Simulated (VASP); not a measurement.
Write the native input for VASP 6.6.1 that does the following.

```yaml
Task: single point
Functional: PBEsol
Potentials_or_basis: VASP PAW PBE potentials, release 64 (Pt, Se)
Cutoff: 520 eV
k_mesh: 15 × 15 × 8
Occupations: gaussian, width 0.1 eV
Spin: no spin polarisation
Dipole_correction: no
Further_INCAR_settings: ALGO = Normal; EDIFF = 1e-06; NBANDS = 18
```

The structure of PtSe2 lies in POSCAR:

```
PtSe2
1.0
    3.7603065604      0.0000000000      0.0000000000
   -1.8801532802      3.2565210073      0.0000000000
    0.0000000000      0.0000000000      4.8632388066
Pt Se
1 2
Direct
    0.0000000000      0.0000000000      0.0000000000
    0.3333333333      0.6666666667      0.2607784632
    0.6666666667      0.3333333333      0.7392215368
```

The input as run:

INCAR

```
SYSTEM = PtSe2
ALGO = Normal
EDIFF = 1E-6
ENCUT = 520
GGA = PS
ISIF = 2
ISMEAR = 0
LASPH = .True.
LCHARG = .False.
LREAL = .False.
LWAVE = .False.
NBANDS = 18
NELM = 80
PREC = Accurate
SIGMA = 0.1
```

KPOINTS

```
k-points
0
Gamma
  15 15 8
  0 0 0
```

Potentials or basis: VASP PAW PBE potentials, release 64 (Pt, Se).

Launch:

```bash
$ cat potpaw_PBE.64/Pt/POTCAR potpaw_PBE.64/Se/POTCAR > POTCAR
$ mpirun -np 1 vasp_std > vasp.out
```

It gave:

| Property | Result |
| --- | --- |
| Pressure | 0.1 GPa |
| Largest force | 0.015 eV/Å |
| Band gap on the k mesh | zero (bands 11 and 12 overlap by 0.83 eV) |

Caveat: the PAW data sets were made with another functional, which shifts forces and pressure a little; spin-orbit coupling is left out, which moves the levels of the heavy elements.

It took 110 s on 1 thread of Intel(R) Xeon(R) Platinum 8259CL CPU @ 2.50GHz (Skylake/Cascade Lake), on a shared host, peak memory 0.33 GiB.
